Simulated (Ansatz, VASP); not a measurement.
GaN: VASP beside Ansatz

The input POSCAR:

```
GaN
1.0
    0.0000000000      2.2658037931      2.2658037931
    2.2489367673      0.0168670258      2.2489367673
    2.2489367673      2.2489367673      0.0168670258
Ga N
1 1
Direct
    0.0000000000      0.0000000000      0.0000000000
    0.7500000000      0.7500000000      0.7500000000
```

INCAR.step1

```
PREC     = Accurate       # precision mode
ENCUT    = 520            # plane-wave cutoff, eV
ISMEAR   = 0              # smearing method
SIGMA    = 0.05           # smearing width, eV
LREAL    = False          # projectors in reciprocal space
LASPH    = True           # aspherical terms in the spheres
NELM     = 80             # most SCF steps
NBANDS   = 16             # bands
GGA      = PE             # functional
ALGO     = Normal         # electronic algorithm
EDIFF    = 1E-4           # SCF threshold, eV
LWAVE    = True           # write WAVECAR
LCHARG   = False          # write CHGCAR
```

Contents of INCAR.step2:

```
PREC     = Accurate       # precision mode
ENCUT    = 520            # plane-wave cutoff, eV
EDIFF    = 1E-6           # SCF threshold, eV
ISMEAR   = 0              # smearing method
SIGMA    = 0.05           # smearing width, eV
LREAL    = False          # projectors in reciprocal space
LASPH    = True           # aspherical terms in the spheres
NELM     = 80             # most SCF steps
ALGO     = Normal         # electronic algorithm
ISIF     = 2              # what is computed and relaxed
LWAVE    = False          # write WAVECAR
LCHARG   = True           # write CHGCAR
METAGGA  = R2SCAN         # meta-GGA
LMIXTAU  = True         
LELF     = True           # ELF
LVHAR    = True         
NBANDS   = 16             # bands
ISTART   = 1
```

Contents of KPOINTS:

```
regular mesh
0
Gamma
  10 10 10
```

Input for Ansatz:

```yaml
crystal:
  lattice:
    - [0.0, 2.2658037931, 2.2658037931]
    - [2.2489367673, 0.0168670258, 2.2489367673]
    - [2.2489367673, 2.2489367673, 0.0168670258]
  atoms:
    - { symbol: Ga, position: [0.0, 0.0, 0.0] }
    - { symbol: "N", position: [0.75, 0.75, 0.75] }
basis:
  ecutwfc: 500
kpoints:
  mp_grid: { grid: [10, 10, 10] }
hamiltonian:
  xc: r2scan
scf:
  occupations: { method: gaussian, width: 0.05 }
output:
  forces: true
  stress: true
  eigenvalues: true
```

Change from the starting cell: strain +0.0150 x Voigt [0, 0, 0, 1, 0, 0], atoms carried along.

Alike in both runs: task single point; functional r2SCAN; k mesh 10 × 10 × 10; occupations gaussian, width 0.05 eV; no spin polarisation.

```csv
,VASP,Ansatz
version,VASP 6.6.1,Ansatz 0.2.0
potentials or method,"VASP PAW PBE potentials, release 64 (Ga_d, N), cutoff 520 eV","scalar-relativistic, plane waves, PAW"
valence electrons in the cell,18,18
```

|  | VASP | Ansatz | Ansatz less VASP |
| --- | --- | --- | --- |
| gap on the k mesh at the Fermi level (eV) | 2.12 | 2.13 | +0.009 |
| least direct gap on the mesh (eV) | 2.12 | 2.13 | +0.009 |
| pressure (GPa) | 1.1 | 0.1 | -1.05 |
| traceless stress, the component that is largest in VASP (GPa) | -3.03 | -3.01 | +0.025 |
| rms of the force components (eV/Å) | 0.076 | 0.073 | -0.0032 |

VASP's potentials were made for PBE, not for r2SCAN. Atom by atom the forces differ by 0.003 eV/Å (rms over components). The functional is the same, so the differences come from potentials, cutoffs and numerics.
